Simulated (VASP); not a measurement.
TaN, 4 atoms in the cell. The structure is hexagonal, space group P6_3/mmc (No. 194). The conventional cell has a = 3.078 Å, b = 3.078 Å, c = 4.918 Å, α = 90.00°, β = 90.00°, γ = 120.00°. Within 2.9 Å of Ta (site symmetry -3m) lie 6 N at 2.16 Å and 2 Ta at 2.46 Å. Within 2.9 Å of N (site symmetry -6m2) lie 6 Ta at 2.16 Å.  This cell differs from its parent crystal: equal xx and yy strain of +1 %.

```yaml
Program: VASP 6.6.1
Task: electric field gradients
Functional: PBEsol
Potentials_or_basis: VASP PAW PBE potentials, release 64 (Ta_pv, N)
Cutoff: 520 eV
k_mesh: 11 × 11 × 6
Occupations: fermi-dirac, width 0.01 eV
Spin: no spin polarisation
Dipole_correction: no
Further_INCAR_settings: ALGO = Normal; EDIFF = 1e-08; NBANDS = 24
```

Potentials or basis: VASP PAW PBE potentials, release 64 (Ta_pv, N).

Run with:

```console
$ cat potpaw_PBE.64/Ta_pv/POTCAR potpaw_PBE.64/N/POTCAR > POTCAR
$ mpirun -np 1 vasp_std > vasp.out
```

Hardware: 1 thread of Intel(R) Xeon(R) 6975P-C (Granite Rapids), with other jobs on the host.

Q: Estimate the wall time of this run.

A: Run time: 25 s on 1 thread of Intel(R) Xeon(R) 6975P-C (Granite Rapids), with other jobs on the host, peak memory 0.19 GiB. Counts: scf iterations 16, k points 64.
